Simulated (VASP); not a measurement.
SnTe: single point with HF

SnTe:

```
Te Sn
1.0
     0.00000    3.72300    3.72300
     3.72300    0.00000    3.72300
     3.72300    3.72300    0.00000
Te Sn
1 1
Direct
  0.25000 0.25000 0.25000
  0.00000 0.00000 0.00000
```

```
Program                            : VASP 6.6.1
Task                               : single point
Functional                         : HF
Potentials or basis                : VASP PAW PBE potentials, release 64 (Te, Sn_d)
Cutoff                             : 520 eV
k mesh                             : 4 × 4 × 4
Occupations                        : fermi-dirac, width 0.05 eV
Spin                               : no spin polarisation
Dipole correction                  : no
Grid for exact exchange (PRECFOCK) : Normal
Further INCAR settings             : ALGO = Normal; EDIFF = 1e-07; NBANDS = 17
Share of exact exchange            : 1
```

```
Pressure               : -1.3 GPa
Band gap on the k mesh : 4.55 eV (least direct gap 5.34 eV)
```

Levels at points of the mesh, in eV from the valence-band top:
```csv
k point,band 6,band 7,band 8,band 9,band 10,band 11,band 12,band 13,band 14,band 15
"(0.00, 0.00, 0.00)",-15.42,-6.97,-2.80,-2.80,-2.80,5.89,5.89,5.89,8.55,12.12
"(0.50, 0.00, 0.00)",-14.69,-9.50,-3.42,-3.42,-2.41,6.79,6.79,8.13,10.27,11.44
"(0.50, 0.50, 0.00)",-14.39,-9.99,-4.21,-4.21,-0.78,4.55,9.30,9.30,10.46,10.88
```

Wall time 48 min on 1 thread of Intel(R) Xeon(R) Platinum 8259CL CPU @ 2.50GHz (Skylake/Cascade Lake), with other jobs on the host, peak memory 0.25 GiB.

Caveat: the PAW data sets were made with another functional, which shifts forces and pressure a little; spin-orbit coupling is left out, which moves the levels of the heavy elements. A k mesh can miss the band edges.
